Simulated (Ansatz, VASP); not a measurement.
## AlP in VASP and in Ansatz

Contents of INCAR:

```
SYSTEM = AlP
PREC     = Accurate       ! precision mode
ENCUT    = 500            ! plane-wave cutoff, eV
EDIFF    = 1E-6           ! SCF threshold, eV
ISMEAR   = 0              ! smearing method
SIGMA    = 0.05           ! smearing width, eV
LREAL    = .False.        ! projectors in reciprocal space
LASPH    = .True.         ! aspherical terms in the spheres
NELM     = 120            ! most SCF steps
ALGO     = Normal         ! electronic algorithm
ISIF     = 2              ! what is computed and relaxed
LWAVE    = .False.        ! write WAVECAR
LCHARG   = .False.        ! write CHGCAR
GGA      = CA             ! functional
NBANDS   = 11             ! bands
GGA_COMPAT= .False.
```

KPOINTS

```
regular mesh
0
Gamma
  8 8 8
  0 0 0
```

POSCAR

```
AlP
1.0
    0.0000000000      2.7255000000      2.7255000000
    2.7255000000      0.0000000000      2.7255000000
    2.7255000000      2.7255000000      0.0000000000
Al P
1 1
Direct
    0.0000000000      0.0000000000      0.0000000000
    0.7500000000      0.7500000000      0.7500000000
```

Input for Ansatz:

```yaml
crystal:
  lattice:
    - [0.0, 2.7255, 2.7255]
    - [2.7255, 0.0, 2.7255]
    - [2.7255, 2.7255, 0.0]
  atoms:
    - { symbol: Al, position: [0.0, 0.0, 0.0] }
    - { symbol: P, position: [0.75, 0.75, 0.75] }
basis:
  ecutwfc: 420
kpoints:
  mp_grid: { grid: [8, 8, 8] }
hamiltonian:
  xc: lda
scf:
  occupations: { method: gaussian, width: 0.05 }
output:
  forces: true
  stress: true
  eigenvalues: true
```

Alike in both runs: task single point; functional LDA; k mesh 8 × 8 × 8; occupations gaussian, width 0.05 eV; no spin polarisation.

|  | VASP | Ansatz |
| --- | --- | --- |
| version | VASP 6.6.1 | Ansatz 0.2.0 |
| potentials or method | VASP PAW LDA potentials, release 64 (Al, P), cutoff 500 eV | scalar-relativistic, plane waves, PAW |
| valence electrons in the cell | 8 | 8 |

|  | VASP | Ansatz | Ansatz less VASP |
| --- | --- | --- | --- |
| gap on the k mesh at the Fermi level (eV) | 1.43 | 1.44 | +0.005 |
| least direct gap on the mesh (eV) | 3.16 | 3.15 | -0.013 |
| pressure (GPa) | -0.8 | -0.8 | -0.05 |

LDA's correlation is that of Perdew and Zunger in VASP and of Perdew and Wang (1992) in Ansatz.
